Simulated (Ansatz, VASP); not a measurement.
## FeGe: VASP and Ansatz over several settings

```xyz
6
Lattice="4.9301 0.0000 0.0000 -2.4650 4.2696 0.0000 0.0000 0.0000 4.0601" Properties=species:S:1:pos:R:3 pbc="T T T"
Ge    2.4650    1.4232    2.0301
Ge    0.0000    2.8464    2.0301
Ge    0.0000    0.0000    0.0000
Fe   -1.2325    2.1348    0.0000
Fe    1.2325    2.1348    0.0000
Fe    2.4650    0.0000    0.0000
```

Single points on this cell with VASP 6.6.1 and Ansatz 0.2.0. Each row is one pair of runs. Alike in all rows: spin: collinear, typed start; k mesh: 6 × 6 × 7; smearing: fermi-dirac, width 0.05 eV; Ansatz's potentials, cutoff: Ansatz PAW, 420 eV.

| level | VASP's potentials, cutoff | gap on the k mesh at the Fermi level (eV), VASP | gap on the k mesh at the Fermi level (eV), Ansatz | pressure (GPa), VASP | pressure (GPa), Ansatz | net moment per atom (μB), VASP | net moment per atom (μB), Ansatz |
| --- | --- | --- | --- | --- | --- | --- | --- |
| LDA | VASP PAW LDA potentials, release 64 (Ge_d, Fe), 520 eV | none | none | -9.6 | -9.7 | 0.63 | 0.65 |
| PBE | VASP PAW PBE potentials, release 64 (Ge_d, Fe), 520 eV | none | none | 1.8 | 1.8 | 0.69 | 0.69 |
| PBEsol | VASP PAW PBE potentials, release 64 (Ge_d, Fe), 520 eV | ? | none | ? | -4.8 | ? | 0.68 |

Problem. Fill in what VASP gave in row 3.

Solution. gap on the k mesh at the Fermi level (eV): none; pressure (GPa): -4.7; net moment per atom (μB): 0.68.

VASP's potentials hold 66 valence electrons a cell and Ansatz's 90, so a difference there can come from the potentials and not from the codes.

A gap of «none» marks a metal or a gap that the smearing closes.
